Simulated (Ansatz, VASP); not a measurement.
One calculation of MnO, two programs

```xyz
2
Lattice="0.0000 2.2532 2.2532 2.2532 0.0000 2.2532 2.2532 2.2532 0.0000" Properties=species:S:1:pos:R:3 pbc="T T T"
Mn    0.0000    0.0000    0.0000
O     2.2532    2.2532    2.2532
```

Change from the starting cell: volume scaled by 1.04.

Alike in both runs: task single point; functional LDA; k mesh 10 × 10 × 10; occupations fermi-dirac, width 0.05 eV; collinear spin.

```csv
,VASP,Ansatz
version,VASP 6.6.1,Ansatz 0.2.0
potentials or method,"VASP PAW LDA potentials, release 64 (Mn_pv, O), cutoff 520 eV","all-electron LAPW, scalar-relativistic"
```

Ansatz gave:

| Quantity | Value |
| --- | --- |
| gap on the k mesh at the Fermi level (eV) | none |
| pressure (GPa) | -18.5 |
| net moment per atom (μB) | 2.37 |
| size of the moment on the site where the two differ most (μB) | 4.29 |

**Question.** Estimate VASP's values.

**Answer.** gap on the k mesh at the Fermi level (eV): none; pressure (GPa): -19.9; net moment per atom (μB): 2.33; size of the moment on the site where the two differ most (μB): 4.22.

LDA's correlation is that of Perdew and Zunger in VASP and of Perdew and Wang (1992) in Ansatz. Site moments also hang on the region over which each program counts them. A gap of «none» marks a metal or a gap that the smearing closes. Ansatz ran all-electron here, and VASP with PAW potentials.
